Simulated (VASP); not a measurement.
Input of a VASP 6.6.1 run:

File INCAR:

```
PREC = Accurate
ENCUT = 520
EDIFF = 1E-6
ISMEAR = -1
SIGMA = 0.06122561905347299
LREAL = False
LASPH = True
NELM = 60
ALGO = Normal
ISIF = 2
LWAVE = False
LCHARG = True
GGA = PE
LELF = True
LVHAR = True
NBANDS = 11
```

File KPOINTS:

```
Automatic mesh
0
Gamma
  28 28 28
```

POSCAR

```
Sr
1.0
    3.8050571265      0.0000000000      0.0000000000
    0.0000000000      3.8050571265      0.0000000000
    0.0000000000      0.0000000000      3.8050571265
Sr
1
Direct
    0.0000000000      0.0000000000      0.0000000000
```

Potentials or basis: VASP PAW PBE potentials, release 64 (Sr_sv).

Run with:

```console
$ cat potpaw_PBE.64/Sr_sv/POTCAR > POTCAR
$ mpirun -np 1 vasp_std > vasp.out
```

Predict the pressure.

0.3 GPa.

What does it give for the band gap on the k mesh?

Zero (bands 5 and 6 overlap by 0.83 eV).
